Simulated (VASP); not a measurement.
Write the native input for VASP 6.6.1 that does the following.

```yaml
Task: single point
Functional: PBE
Dispersion: D3(BJ)
Potentials_or_basis: VASP PAW PBE potentials, release 64 (Bi_d)
Cutoff: 520 eV
k_mesh: 18 × 18 × 18
Occupations: gaussian, width 0.15 eV
Spin: no spin polarisation
Dipole_correction: no
Further_INCAR_settings: ALGO = Fast; EDIFF = 1e-06; NBANDS = 14
```

The structure of Bi lies in POSCAR:

```
Bi
1.0
   -1.6568898661      1.6568898661      2.5943581524
    1.6568898661     -1.6568898661      2.5943581524
    1.6568898661      1.6568898661     -2.5943581524
Bi
1
Direct
    0.0000000000      0.0000000000      0.0000000000
```

This cell differs from its parent crystal: volume 28.489 Å^3 an atom, c/a of the conventional cell 1.5658.

The input as run:

INCAR

```
PREC = Accurate
ENCUT = 520
EDIFF = 1E-6
ISMEAR = 0
SIGMA = 0.15
LREAL = False
LASPH = True
NELM = 80
ALGO = Fast
ISIF = 2
LWAVE = False
LCHARG = True
GGA = PE
IVDW = 12
LELF = True
LVHAR = True
NBANDS = 14
```

KPOINTS

```
Automatic mesh
0
Gamma
  18 18 18
```

Potentials or basis: VASP PAW PBE potentials, release 64 (Bi_d).

Command:

```bash
$ cat potpaw_PBE.64/Bi_d/POTCAR > POTCAR
$ mpirun -np 1 vasp_std > vasp.out
```

It gave:

| Quantity | Value |
| --- | --- |
| Pressure | 4.2 GPa |
| Dispersion energy per atom | -0.554 eV |

Caveat: pairwise dispersion overbinds metals, which lowers pressure and volume.

Wall time 2.4 min on 1 thread of Intel Xeon 6975P-C, with other jobs on the host, peak memory 0.3 GiB.
